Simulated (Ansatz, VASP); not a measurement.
MoS2: VASP beside Ansatz

```
CELL_PARAMETERS angstrom
3.11790 0.00000 0.00000
-1.55895 2.70018 0.00000
0.00000 0.00000 11.00720
ATOMIC_POSITIONS crystal
Mo 0.66667 0.33333 0.25014
Mo 0.33333 0.66667 0.74986
S 0.33333 0.66667 0.37960
S 0.66667 0.33333 0.87931
S 0.33333 0.66667 0.12069
S 0.66667 0.33333 0.62040
```

Alike in both runs: task single point; functional PBE; dispersion D3(BJ); k mesh 12 × 12 × 4; occupations gaussian, width 0.05 eV; no spin polarisation.

|  | VASP | Ansatz |
| --- | --- | --- |
| version | VASP 6.6.1 | Ansatz 0.2.0 |
| potentials or method | VASP PAW PBE potentials, release 64 (Mo_sv, S), cutoff 520 eV | scalar-relativistic, plane waves, PAW |
| valence electrons in the cell | 52 | 52 |

```tsv
	VASP	Ansatz	Ansatz less VASP
gap on the k mesh at the Fermi level (eV)	none	none	-
pressure (GPa)	24.0	24.3	+0.29
traceless stress, the component that is largest in VASP (GPa)	13.63	13.66	+0.029
rms of the force components (eV/Å)	1.520	1.536	+0.0157
```

Atom by atom the forces differ by 0.016 eV/Å (rms over components). A gap of «none» marks a metal or a gap that the smearing closes.
